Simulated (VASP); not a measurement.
Here is a VASP 6.6.1 calculation.

INCAR

```
PREC = Accurate
ENCUT = 520
EDIFF = 1E-6
ISMEAR = 0
SIGMA = 0.1
LREAL = F
LASPH = T
NELM = 150
ALGO = Normal
ISIF = 2
LWAVE = F
LCHARG = F
ISPIN = 2
MAGMOM = 0 0 0 1 1 1
LORBIT = 11
LMAXMIX = 4
GGA = PE
NBANDS = 36
```

KPOINTS

```
Automatic mesh
0
Gamma
  6 6 2
```

POSCAR

```
Sc2AlF3
1.0
    3.7236816696      0.0000000000      0.0000000000
   -1.8618408348      3.2248029215      0.0000000000
    0.0000000000      0.0000000000      7.4832873949
Sc Al F
2 1 3
Direct
    0.6666666667      0.3333333333      0.3234124264
    0.6666666667      0.3333333333      0.6765875736
    0.0000000000      0.0000000000      0.0000000000
    0.0000000000      0.0000000000      0.5000000000
    0.3333333333      0.6666666667      0.0000000000
    0.3333333333      0.6666666667      0.5000000000
```

Potentials or basis: VASP PAW PBE potentials, release 64 (Sc_sv, Al, F).

Run with:

```bash
$ cat potpaw_PBE.64/Sc_sv/POTCAR potpaw_PBE.64/Al/POTCAR potpaw_PBE.64/F/POTCAR > POTCAR
$ mpirun -np 1 vasp_std > vasp.out
```

Task: Estimate the net moment.

Result: 0.76 μB per cell.

Task: What does it give for the site moments?

Result: Sc +0.33; Al -0.01; F -0.00 μB.

Task: Estimate the largest force.

Result: 0.347 eV/Å.

Task: Predict the pressure.

Result: 0.0 GPa.

Stress tensor (GPa, compression positive):
```
-0.26  0.00  0.00
 0.00 -0.26  0.00
 0.00  0.00  0.42
```

Caveat: the k points lie up to 0.42 Å⁻¹ apart; a moment this small can come from the mesh or the smearing.
